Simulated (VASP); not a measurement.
# NaF: electric field gradients with PBE

The system is NaF.

```
Na F
1.0
     0.00000    2.32330    2.32330
     2.32330    0.00000    2.32330
     2.32330    2.32330    0.00000
Na F
1 1
Direct
  0.00000 0.00000 0.00000
  0.50000 0.50000 0.50000
```

| Quantity | Value |
| --- | --- |
| Program | VASP 6.6.1 |
| Task | electric field gradients |
| Functional | PBE |
| Potentials or basis | VASP PAW PBE potentials, release 64 (Na_pv, F) |
| Cutoff | 520 eV |
| k mesh | 10 × 10 × 10 |
| Occupations | fermi-dirac, width 0.02 eV |
| Spin | no spin polarisation |
| Dipole correction | no |
| Further INCAR settings | ALGO = Normal; EDIFF = 1e-08; NBANDS = 14 |

* Pressure: 1.6 GPa
* Band gap on the k mesh: 6.26 eV, direct

Levels at points of the mesh, in eV from the valence-band top:
| k point | band 5 | band 6 | band 7 | band 8 | band 9 | band 10 |
| --- | --- | --- | --- | --- | --- | --- |
| (0.00, 0.00, 0.00) | 0.00 | 0.00 | 0.00 | 6.26 | 18.92 | 18.92 |
| (0.50, 0.00, 0.00) | -1.57 | -0.25 | -0.25 | 10.73 | 12.40 | 20.02 |
| (0.50, 0.50, 0.00) | -1.26 | -0.40 | -0.40 | 13.09 | 13.28 | 13.52 |

It took 5 s on 1 thread of Intel(R) Xeon(R) 6975P-C (Granite Rapids) (shared host), peak memory 0.14 GiB.

Caveat: without QUAD_EFG the Cq values of the log hold for a quadrupole moment of 1 mb, not for the nuclei. A k mesh can miss the band edges.
